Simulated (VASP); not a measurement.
Write the native input for VASP 6.6.1 that does the following.

| Item | Value |
| --- | --- |
| Task | single point |
| Functional | PBE |
| Potentials or basis | VASP PAW PBE potentials, release 64 (Sb, As, Se) |
| Cutoff | 520 eV |
| k mesh | 5 × 5 × 5 |
| Occupations | tetrahedron |
| Spin | no spin polarisation |
| Dipole correction | no |
| Further INCAR settings | ALGO = Normal; EDIFF = 1e-06; NBANDS = 38 |

The structure of Sb2AsSe2 lies in POSCAR:

```
Sb2AsSe2
1.0
    0.0000000000      4.0706170000      0.0000000000
    5.5265380000     -2.0353080000      0.0000000000
   -0.0484900000      2.0353080000    -11.6151280000
Sb As Se
4 2 4
Direct
    0.9548000000      0.7341000000      0.8245000000
    0.0452000000      0.2659000000      0.1755000000
    0.8119000000      0.2259000000      0.6021000000
    0.1881000000      0.7741000000      0.3979000000
    0.3942000000      0.7728000000      0.9844000000
    0.6058000000      0.2272000000      0.0156000000
    0.2114000000      0.1852000000      0.7624000000
    0.7886000000      0.8148000000      0.2376000000
    0.5937000000      0.7790000000      0.5916000000
    0.4063000000      0.2210000000      0.4084000000
```

One way to write it, as run:

INCAR

```
PREC = Accurate ; ENCUT = 520
EDIFF = 1E-6 ; ISMEAR = -5
SIGMA = 0.1 ; LREAL = False
LASPH = True ; NELM = 80
ALGO = Normal ; ISIF = 2
LWAVE = False ; LCHARG = False
GGA = PE ; NBANDS = 38
```

KPOINTS

```
Automatic mesh
0
Gamma
  5 5 5
```

Potentials or basis: VASP PAW PBE potentials, release 64 (Sb, As, Se).

Launch:

```console
$ cat potpaw_PBE.64/Sb/POTCAR potpaw_PBE.64/As/POTCAR potpaw_PBE.64/Se/POTCAR > POTCAR
$ mpirun -np 1 vasp_std > vasp.out
```

It gave:

| Property | Result |
| --- | --- |
| Pressure | 3.3 GPa |
| Largest force | 1.431 eV/Å |
| Band gap on the k mesh | 0.39 eV (least direct gap 0.44 eV) |

Caveat: the cell stands under pressure; semilocal functionals underestimate gaps, and a narrow one can read as zero; spin-orbit coupling is left out, which moves the levels of the heavy elements; forces of over 1 eV/Å act on the atoms, so gaps and moduli don't describe the material at rest.

Wall time 10 min on 1 thread of Oxide Virtual Turin-like Processor (shared host), peak memory 0.52 GiB.
